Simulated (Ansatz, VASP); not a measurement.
# One calculation of Bi, two programs

POSCAR

```
Bi
1.0
    3.2166415224      0.0000000000      0.0000000000
    0.0000000000      3.2000209013      0.0000000000
   -0.0799148974      0.0000000000      6.4006399093
Bi
2
Direct
    0.5442472500      0.0000000000      0.7495778900
    0.4557527500      0.0000000000      0.2504221100
```

File INCAR.step1:

```
SYSTEM = Bi
PREC = Accurate
ENCUT = 520
ISMEAR = -1
SIGMA = 0.05
LREAL = .False.
LASPH = .True.
NELM = 80
NBANDS = 22
GGA = PE
ALGO = Normal
EDIFF = 1E-4
LWAVE = .True.
LCHARG = .False.
```

File INCAR.step2:

```
SYSTEM = Bi
PREC = Accurate
ENCUT = 520
EDIFF = 1E-6
ISMEAR = -1
SIGMA = 0.05
LREAL = .False.
LASPH = .True.
NELM = 80
ALGO = Normal
ISIF = 2
LWAVE = .False.
LCHARG = .False.
METAGGA = R2SCAN
LMIXTAU = .True.
NBANDS = 22
ISTART = 1
```

Contents of KPOINTS:

```
Automatic mesh
0
Gamma
  8 8 4
  0 0 0
```

input.yaml

```yaml
crystal:
  lattice:
    - [3.2166415224, 0.0, 0.0]
    - [0.0, 3.2000209013, 0.0]
    - [-0.0799148974, 0.0, 6.4006399093]
  atoms:
    - { symbol: Bi, position: [0.54424725, 0.0, 0.74957789] }
    - { symbol: Bi, position: [0.45575275, 0.0, 0.25042211] }
hamiltonian:
  xc: r2scan
  pseudopotentials: { kind: paw }
kpoints:
  mp_grid: { grid: [8, 8, 4] }
scf:
  occupations: { method: fermi_dirac, width: 0.05 }
output:
  forces: true
  stress: true
  eigenvalues: true
```

Alike in both runs: task single point; functional r2SCAN; k mesh 8 × 8 × 4; occupations fermi-dirac, width 0.05 eV; no spin polarisation.

|  | VASP | Ansatz |
| --- | --- | --- |
| version | VASP 6.6.1 | Ansatz 0.2.0 |
| potentials or method | VASP PAW PBE potentials, release 64 (Bi_d) | Ansatz PAW |
| plane-wave cutoff (eV) | 520 | 500 |
| valence electrons in the cell | 30 | 30 |

|  | VASP | Ansatz | Ansatz less VASP |
| --- | --- | --- | --- |
| gap on the k mesh at the Fermi level (eV) | none | none | - |
| pressure (GPa) | 2.3 | 2.3 | +0.05 |
| traceless stress, the component that is largest in VASP (GPa) | 0.64 | 0.64 | -0.003 |
| rms of the force components (eV/Å) | 0.013 | 0.013 | +0.0002 |

VASP's potentials were made for PBE, not for r2SCAN. Atom by atom the forces differ by 0.000 eV/Å (rms over components). A gap of «none» marks a metal or a gap that the smearing closes.

Spin-orbit coupling is off throughout.
